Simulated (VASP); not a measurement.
# BaBe (Fmmm) in VASP: further runs, part 3 of 3

VASP 6.6.1.

**4. Single point, PBE**

This run uses another cell than the first one, of 47.95 Å³/atom.

The input, INCAR:

```
SYSTEM = BaBe
PREC = Accurate
ENCUT = 520
EDIFF = 1E-6
ISMEAR = 0
SIGMA = 0.1
LREAL = .False.
LASPH = .True.
NELM = 100
ALGO = Fast
ISIF = 2
LWAVE = .False.
LCHARG = .True.
GGA = PE
LELF = .True.
LVHAR = .True.
NBANDS = 20
```

The input, KPOINTS:

```
Automatic mesh
0
Gamma
  10 10 10
  0 0 0
```

The input, POSCAR:

```
BaBe
1.0
    0.0000000000      4.8857545039      5.0368178669
    3.8969034600      0.0000000000      5.0368178669
    3.8969034600      4.8857545039      0.0000000000
Ba Be
2 2
Direct
    0.0000000000      0.5000000000      0.5000000000
    0.5000000000      0.0000000000      0.0000000000
    0.1006793169      0.8993206831      0.1006793169
    0.8993206831      0.1006793169      0.8993206831
```

Potentials or basis: VASP PAW PBE potentials, release 64 (Ba_sv, Be).

Launch:

```
$ cat potpaw_PBE.64/Ba_sv/POTCAR potpaw_PBE.64/Be/POTCAR > POTCAR
$ mpirun -np 1 vasp_std > vasp.out
```

OUTCAR:

```text
SYSTEM = BaBe
   PREC = Accurate
   ENCUT = 520
   EDIFF = 1E-6
   ISMEAR = 0
   LREAL = .False.
   LASPH = .True.
   NELM = 100
   ISIF = 2
   GGA = PE

 ion  position               nearest neighbor table
   1  0.000  0.500  0.500-   3 2.91   4 2.91   2 3.90   2 3.90
   2  0.500  0.000  0.000-   3 2.91   4 2.91   1 3.90   1 3.90
   3  0.101  0.899  0.101-   4 1.97   2 2.91   1 2.91
   4  0.899  0.101  0.899-   3 1.97   2 2.91   1 2.91

  LATTYP: Found a face centered orthorhombic cell.
 ALAT       =     7.7938069200
 B/A-ratio  =     1.2537530257
 C/A-ratio  =     1.2925180002

  Lattice vectors:

 A1 = (   0.0000000000,   4.8857545039,   5.0368178669)
 A2 = (   3.8969034600,   0.0000000000,   5.0368178669)
 A3 = (   3.8969034600,   4.8857545039,   0.0000000000)

Analysis of symmetry for initial positions (statically):
=====================================================================
 Subroutine PRICEL returns:
 Original cell was already a primitive cell.

 Routine SETGRP: Setting up the symmetry group for a
 face centered orthorhombic supercell.

 Subroutine GETGRP returns: Found  8 space group operations
 (whereof  8 operations were pure point group operations)
 out of a pool of  8 trial point group operations.

The static configuration has the point symmetry D_2h.

Analysis of symmetry for dynamics (positions and initial velocities):
=====================================================================
 Subroutine PRICEL returns:
 Original cell was already a primitive cell.

 Routine SETGRP: Setting up the symmetry group for a
 face centered orthorhombic supercell.

 Subroutine GETGRP returns: Found  8 space group operations
 (whereof  8 operations were pure point group operations)
 out of a pool of  8 trial point group operations.

The dynamic configuration has the point symmetry D_2h.

 Subroutine INISYM returns: Found  8 space group operations
 (whereof  8 operations are pure point group operations),
 and found     1 'primitive' translations

----------------------------------------------------------------------------------------

                                     Primitive cell

  volume of cell :     191.7951

  direct lattice vectors                    reciprocal lattice vectors
     0.000000000  4.885754504  5.036817867    -0.128307002  0.102338339  0.099269025
     3.896903460  0.000000000  5.036817867     0.128307002 -0.102338339  0.099269025
     3.896903460  4.885754504  0.000000000     0.128307002  0.102338339 -0.099269025

  length of vectors
     7.017131273  6.368311456  6.249516273     0.191807616  0.191807616  0.191807616

  position of ions in fractional coordinates (direct lattice)
     0.000000000  0.500000000  0.500000000
     0.500000000  1.000000000  0.000000000
     0.100679317  0.899320683  0.100679317
     0.899320683  0.100679317  0.899320683

  ion indices of the primitive-cell ions
   primitive index   ion index
                 1           1
                 2           2
                 3           3
                 4           4

----------------------------------------------------------------------------------------

 KPOINTS: Automatic mesh

Automatic generation of k-mesh.
 Grid dimensions read from file:
 generate k-points for:   10   10   10

 Generating k-lattice:

  Cartesian coordinates                     Fractional coordinates (reciprocal lattice)
    -0.012830700  0.010233834  0.009926903     0.100000000 -0.000000000  0.000000000
     0.012830700 -0.010233834  0.009926903    -0.000000000  0.100000000  0.000000000
     0.012830700  0.010233834 -0.009926903     0.000000000  0.000000000  0.100000000

  Length of vectors
     0.019180762  0.019180762  0.019180762

  Shift w.r.t. Gamma in fractional coordinates (k-lattice)
     0.000000000  0.000000000  0.000000000

 Subroutine IBZKPT returns following result:
 ===========================================

 Found    171 irreducible k-points:

 Following reciprocal coordinates:
            Coordinates               Weight
  0.000000  0.000000  0.000000      1.000000
  0.100000 -0.000000  0.000000      8.000000
  0.200000 -0.000000  0.000000      8.000000
  0.300000  0.000000 -0.000000      8.000000
  0.400000 -0.000000  0.000000      8.000000
  0.500000 -0.000000  0.000000      4.000000
[... 16 lines left out ...]
  0.300000  0.300000  0.000000      2.000000
  0.400000  0.300000  0.000000      8.000000
 [... further k-points ...]
   k-points           NKPTS =    171   k-points in BZ     NKDIM =    171   number of bands    NBANDS=     20
   number of dos      NEDOS =    301   number of ions     NIONS =      4
   total plane-waves  NPLWV = 124416
   dimension x,y,z NGX =    54 NGY =   48 NGZ =   48
   dimension x,y,z NGXF=   108 NGYF=   96 NGZF=   96
   ions per type =               2   2
   NGX,Y,Z   is equivalent  to a cutoff of  12.79, 12.53, 12.77 a.u.
   NGXF,Y,Z  is equivalent  to a cutoff of  25.59, 25.06, 25.54 a.u.
 SYSTEM =  BaBe
   PREC   = accura    normal or accurate (medium, high low for compatibility)
   ISTART =      0    job   : 0-new  1-cont  2-samecut
   ICHARG =      2    charge: 1-file 2-atom 10-const
   ISPIN  =      1    spin polarized calculation?
   LNONCOLLINEAR =      F non collinear calculations
   LSORBIT =      F    spin-orbit coupling
   LASPH  =      T    aspherical Exc in radial PAW
   ENCUT  =  520.0 eV  38.22 Ry    6.18 a.u.  13.05 11.84 11.62*2*pi/ulx,y,z
   NELM   =    100;   NELMIN=  2; NELMDL= -5     # of ELM steps
   EDIFF  = 0.1E-05   stopping-criterion for ELM
   LREAL  =      F    real-space projection
   EDIFFG = 0.1E-04   stopping-criterion for IOM
   NSW    =      0    number of steps for IOM
   IBRION =     -1    ionic relax: 0-MD 1-quasi-New 2-CG
   NFREE  =      0    steps in history (QN), initial steepest desc. (CG)
   ISIF   =      2    stress and relaxation
   ISYM   =      2    0-nonsym 1-usesym 2-fastsym
   POTIM  = 0.5000    time-step for ionic-motion
   TEBEG  =    0.0;   TEEND  =   0.0 temperature during run
   PSTRESS=    0.0 pullay stress
   NELECT =      24.0000    total number of electrons
   NUPDOWN=      -1.0000    fix difference up-down
   EMIN   =  10.00;   EMAX   =-10.00  energy-range for DOS
   EFERMI =   0.00;   METHOD = LEGACY
   ISMEAR =     0;   SIGMA  =   0.10  broadening in eV -4-tet -1-fermi 0-gaus
   EFERMI_NEDOS =   21; number of points for ismear=-14 and -15
   IALGO  =     68    algorithm
   IMIX   =      4    mixing-type and parameters
     AMIX     =   0.40;   BMIX     =  1.00
     AMIX_MAG =   1.60;   BMIX_MAG =  1.00
  volume/ion in A,a.u.               =      47.95       323.57
  Fermi-wavevector in a.u.,A,eV,Ry     =   0.818841  1.547384  9.122707  0.670500
  Thomas-Fermi vector in A             =   1.929539
   LORBIT       =      0    0 simple, 1 ext, 2 COOP (PROOUT), +10 PAW based schemes
   GGA     = PE    functional components
   LHFCALC =     F    Hartree Fock is set to
   AEXX    =    0.0000 exact exchange contribution
   IVDW    =     0    specifies the selected vdW correction
   LEPSILON=     F    determine dielectric tensor
   LRPA    =     F    only Hartree local field effects (RPA)
 non-spin polarized calculation
 RMM-DIIS sequential band-by-band and
 Gauss-broadening in eV      SIGMA  =   0.10
  energy-cutoff  :      520.00
  volume of cell :      191.80
 maximum number of plane-waves:      5188
 NGX is ok and might be reduce to    54
   NGX = 27   NGY = 23   NGZ = 23

 number of electron      24.0000000 magnetization

 Free energy of the ion-electron system (eV)
  ---------------------------------------------------
  ext. energy  EPLUGINS =         0.00000000
  ---------------------------------------------------
  free energy    TOTEN  =        -6.34508975 eV

  energy without entropy =       -6.32232678  energy(sigma->0) =       -6.33370827

 E-fermi :   0.6470     XC(G=0):  -6.7749

 val. band max:        0.6455994698   @ k =  -0.2000   0.1000  -0.0000
 cond. band min:       0.6528804650   @ k =  -0.3000   0.3000   0.3000
 fundamental gap:      0.0072809951
 Fermi energy:         0.6470250155

 k-point     1 :       0.0000    0.0000    0.0000
  band No.  band energies     occupation
      1     -28.2768      2.00000
      2     -28.2009      2.00000
      3     -13.9495      2.00000
      4     -13.4496      2.00000
      5     -13.4483      2.00000
      6     -13.3575      2.00000
[... 541 lines left out ...]
     19       3.4817      0.00000
     20       4.0545      0.00000

 [... further k-points ...]

------------------------ aborting loop because EDIFF is reached ----------------------------------------

  FORCE on cell =-STRESS in cart. coord.  units (eV):
  Direction    XX          YY          ZZ          XY          YZ          ZX
  --------------------------------------------------------------------------------------
  -------------------------------------------------------------------------------------
  Total        0.0298813      0.0823772      0.1742716      0.0000000      0.0000000      0.0000000
  in kB        0.2496163      0.6881455      1.4557929      0.0000000      0.0000000      0.0000000
  external PRESSURE =       0.7978516 kB  Pullay stress =       0.0000000 kB

 VOLUME and BASIS-vectors are now :
 -----------------------------------------------------------------------------
  energy-cutoff  :      520.00
  volume of cell :      191.80
      direct lattice vectors                 reciprocal lattice vectors
     0.000000000  4.885754504  5.036817867    -0.128307002  0.102338339  0.099269025
     3.896903460  0.000000000  5.036817867     0.128307002 -0.102338339  0.099269025
     3.896903460  4.885754504  0.000000000     0.128307002  0.102338339 -0.099269025

 POSITION                                       TOTAL-FORCE (eV/Angst)
 -----------------------------------------------------------------------------------
      3.89690      2.44288      2.51841         0.000000     -0.000000      0.000000
      0.00000      2.44288      2.51841        -0.000000      0.000000     -0.000000
      3.89690      0.98379      5.03682         0.000000     -0.004484     -0.000000
      3.89690      8.78772      5.03682         0.000000      0.004484     -0.000000
 -----------------------------------------------------------------------------------
    total drift:                                0.000000      0.000000     -0.000000

  FREE ENERGIE OF THE ION-ELECTRON SYSTEM (eV)
  ---------------------------------------------------
  free  energy   TOTEN  =        -6.3450897505 eV

  energy  without entropy=       -6.3223267844  energy(sigma->0) =       -6.33370827
```

Run time: 8.5 min. Hardware: 1 thread of Intel Xeon 6975P-C (Granite Rapids), shared host; peak memory 0.78 GiB.

Results:

| Quantity | Value |
| --- | --- |
| Free energy | -6.3451 eV |
| Pressure | 0.1 GPa |
| Largest force | 0.004 eV/Å |
| Band gap on the k mesh | zero (bands 12 and 13 overlap by 0.35 eV) |

Forces on the atoms (eV/Å):
```
Ba   0.000  0.000  0.000
Ba   0.000  0.000  0.000
Be   0.000 -0.004  0.000
Be   0.000  0.004  0.000
```

Caveat: spin-orbit coupling is left out, which moves the levels of the heavy elements.

**5. Summary**

```tsv
task	cell	k mesh	cutoff (eV)	gap on the mesh (eV)	pressure (GPa)	largest force (eV/Å)
single point	a = 6.299, b = 7.010, c = 6.328 Å, angles 56.1, 67.4, 56.5°, 4 atoms, atomic positions A	4 × 4 × 4	520	none	0.1	0.02
relaxation of cell and atoms	relaxed from a = 6.263, b = 6.024, c = 4.666 Å, angles 70.4, 65.0, 44.6°, 4 atoms, atomic positions B	4 × 4 × 4	600	none	0.0	0.04
single point	a = 7.017, b = 6.368, c = 6.250 Å, angles 67.6, 57.0, 55.4°, 4 atoms, atomic positions C	10 × 10 × 10	520	none	0.1	-
```

Alike in all rows: level PBE; potentials or basis VASP PAW PBE potentials, release 64 (Ba_sv, Be); no spin polarisation; smearing gaussian 0.1 eV.

Caveats: some runs use coarse meshes; spin-orbit coupling is left out, which moves the levels of the heavy elements; the volume moved by over 15 % at a fixed basis, so the end points are rough (at least some runs).

Absolute energies hang on the potentials; compare differences alone.

The gap in the log of VASP goes by the Fermi energy; the results here count the filled bands.